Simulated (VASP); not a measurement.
A run of VASP 6.6.1:

File INCAR:

```
SYSTEM = CaSn2
PREC     = Accurate       ! precision mode
ENCUT    = 520            ! plane-wave cutoff, eV
EDIFF    = 1E-6           ! SCF threshold, eV
ISMEAR   = 0              ! smearing method
SIGMA    = 0.1            ! smearing width, eV
LREAL    = .False.        ! projectors in reciprocal space
LASPH    = .True.         ! aspherical terms in the spheres
NELM     = 100            ! most SCF steps
ALGO     = Normal         ! electronic algorithm
ISIF     = 2              ! what is computed and relaxed
LWAVE    = .False.        ! write WAVECAR
LCHARG   = .True.         ! write CHGCAR
GGA      = PE             ! functional
LELF     = .True.         ! ELF
LVHAR    = .True.       
NBANDS   = 26             ! bands
```

Contents of KPOINTS:

```
regular mesh
0
Gamma
  6 6 6
  0 0 0
```

POSCAR

```
CaSn2
1.0
   -2.0054466584      2.0054466584      5.4143481989
    2.0054466584     -2.0054466584      5.4143481989
    2.0054466584      2.0054466584     -5.4143481989
Ca Sn
1 2
Direct
    0.0000000000      0.0000000000      0.0000000000
    0.6898685435      0.6898685435      0.0000000000
    0.3101314565      0.3101314565      0.0000000000
```

Potentials or basis: VASP PAW PBE potentials, release 64 (Ca_sv, Sn_d).

Launch:

```bash
$ cat potpaw_PBE.64/Ca_sv/POTCAR potpaw_PBE.64/Sn_d/POTCAR > POTCAR
$ mpirun -np 1 vasp_std > vasp.out
```

Hardware: 1 thread of Intel(R) Xeon(R) Platinum 8488C (Sapphire Rapids), on a shared host.

Task: Estimate the wall time of this run.

Result: Wall time 81 s on 1 thread of Intel(R) Xeon(R) Platinum 8488C (Sapphire Rapids), with other jobs on the host, peak memory 0.34 GiB. Counts: scf iterations 12, k points 30.
